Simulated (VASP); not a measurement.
Crystal: Ni.

```
Ni
1.0
     0.00000    1.67720    1.67720
     1.67720    0.00000    1.67720
     1.67720    1.67720    0.00000
Ni
1
Cartesian
  0.0000 0.0000 0.0000
```

Base run:

| Item | Value |
| --- | --- |
| Program | VASP 6.6.1 |
| Functional | LDA |
| Potentials or basis | VASP PAW LDA potentials, release 64 (Ni) |
| Cutoff | 520 eV |
| k mesh | 24 × 24 × 24 |
| Occupations | gaussian, width 0.15 eV |
| Spin | collinear spin, ferromagnetic start |
| Starting moments | [0.625] μB |
| Fixed moment | 0.625 μB |

Its results: pressure 18.4 GPa; site moments Ni +0.62 μB.

**Question.** The run is repeated on the same cell with these changes: fixed moment from 0.625 μB to 0.125 μB; moments at the start from [0.62] to [0.12]. What comes out?

**Answer.** Pressure 16.9 GPa; site moments Ni +0.12 μB.

Caveats: the total moment is fixed, so each spin has its own Fermi level.
